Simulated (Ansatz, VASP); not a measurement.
# NaF in VASP and in Ansatz

```
Na F
1.0
     6.32324    0.03311    0.00584
     0.03337    6.33083   -0.01339
     0.00585   -0.01311    6.31014
Na F
6 6
Cartesian
  4.7575 3.1757 -0.0034
  3.1596 0.0021 4.7376
  0.0357 4.7453 3.1475
  0.0066 1.5787 3.1460
  1.5972 3.1825 -0.0026
  3.1688 0.0124 1.5809
  3.1798 4.7611 -0.0093
  4.7462 0.0305 3.1633
  0.0234 3.1617 4.7239
  1.5836 -0.0061 3.1533
  0.0167 3.1616 1.5697
  3.1747 1.5979 0.0035
```

Change from the starting cell: cell x1, atoms moved at random (sigma 0.1 Å) and cell strained at random (1.5 %), then relaxed without symmetry.

Alike in both runs: functional PBE; k mesh 2 × 2 × 2; occupations gaussian, width 0.1 eV; no spin polarisation.

Ansatz relaxed the structure, and its values are those at the end. VASP's run is a single point on that final structure, the one shown.

```csv
,VASP,Ansatz
version,VASP 6.6.1,Ansatz 0.2.0
potentials or method,"VASP PAW PBE potentials, release 64 (Na_pv, F), cutoff 520 eV","scalar-relativistic, plane waves, PAW"
valence electrons in the cell,84,96
```

```csv
,VASP,Ansatz,Ansatz less VASP
gap on the k mesh at the Fermi level (eV),5.12,5.13,+0.015
least direct gap on the mesh (eV),5.12,5.13,+0.015
pressure (GPa),-0.2,-0.1,+0.05
rms of the force components (eV/Å),0.004,0.004,0.0000
```

VASP's potentials hold 84 valence electrons a cell and Ansatz's 96, so a difference there can come from the potentials and not from the codes.

The k mesh is coarse, so the values compare programs but aren't converged.
